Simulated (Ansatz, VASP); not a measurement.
# ScGa3P2: VASP beside Ansatz

Contents of INCAR:

```
PREC = Accurate ; ENCUT = 600
EDIFF = 1E-7 ; ISMEAR = 0
SIGMA = 0.1 ; LREAL = F
LASPH = T ; NELM = 80
ALGO = Fast ; ISIF = 3
LWAVE = F ; LCHARG = F
GGA = PE ; IBRION = 2
NSW = 90 ; EDIFFG = -0.04
```

KPOINTS

```
Automatic mesh
0
Gamma
  6 6 4
```

POSCAR

```
ScGa3P2
1.0
    5.1441286976      0.0000000000      0.0000000000
   -2.5720643488      4.4549461325      0.0000000000
    0.0000000000      0.0000000000      4.7174593892
Sc Ga P
1 3 2
Direct
    0.0000000000      0.0000000000      0.0000000000
    0.5000000000      0.0000000000      0.5000000000
    0.0000000000      0.5000000000      0.5000000000
    0.5000000000      0.5000000000      0.5000000000
    0.6666666667      0.3333333333      0.0000000000
    0.3333333333      0.6666666667      0.0000000000
```

Input for Ansatz:

```yaml
crystal:
  lattice:
    - [5.1441286976, 0.0, 0.0]
    - [-2.5720643488, 4.4549461325, 0.0]
    - [0.0, 0.0, 4.7174593892]
  atoms:
    - { symbol: Sc, position: [0.0, 0.0, 0.0] }
    - { symbol: Ga, position: [0.5, 0.0, 0.5] }
    - { symbol: Ga, position: [0.0, 0.5, 0.5] }
    - { symbol: Ga, position: [0.5, 0.5, 0.5] }
    - { symbol: P, position: [0.6666666667, 0.3333333333, 0.0] }
    - { symbol: P, position: [0.3333333333, 0.6666666667, 0.0] }
basis:
  ecutwfc: 420
kpoints:
  mp_grid: { grid: [6, 6, 4] }
hamiltonian:
  xc: pbe
scf:
  occupations: { method: gaussian, width: 0.1 }
  lower_state_search: "off"
output:
  forces: true
  stress: true
  eigenvalues: true
relax:
  adjacent_minimum: "off"
  f_tol: 0.04
  max_steps: 70
  cell: { stress_tol: 0.4 }
```

Change from the starting cell: species swapped into the NdB2Rh3 type (P6/mmm, No. 191).

Alike in both runs: task relaxation of cell and atoms; functional PBE; k mesh 6 × 6 × 4; occupations gaussian, width 0.1 eV; no spin polarisation.

|  | VASP | Ansatz |
| --- | --- | --- |
| version | VASP 6.6.1 | Ansatz 0.2.0 |
| potentials or method | VASP PAW PBE potentials, release 64 (Sc_sv, Ga_d, P), cutoff 600 eV | scalar-relativistic, plane waves, PAW |
| valence electrons in the cell | 60 | 60 |

VASP gave:

- gap on the k mesh at the Fermi level, each at its own relaxed structure (eV): none
- relaxed volume (Å³/atom): 18.25
- relaxed length of the cell vector where the two differ most in proportion (Å): 5.165

Task: What did Ansatz give for the same quantities?

Result: gap on the k mesh at the Fermi level, each at its own relaxed structure (eV): none; relaxed volume (Å³/atom): 18.19; relaxed length of the cell vector where the two differ most in proportion (Å): 5.156.

A gap of «none» marks a metal or a gap that the smearing closes.
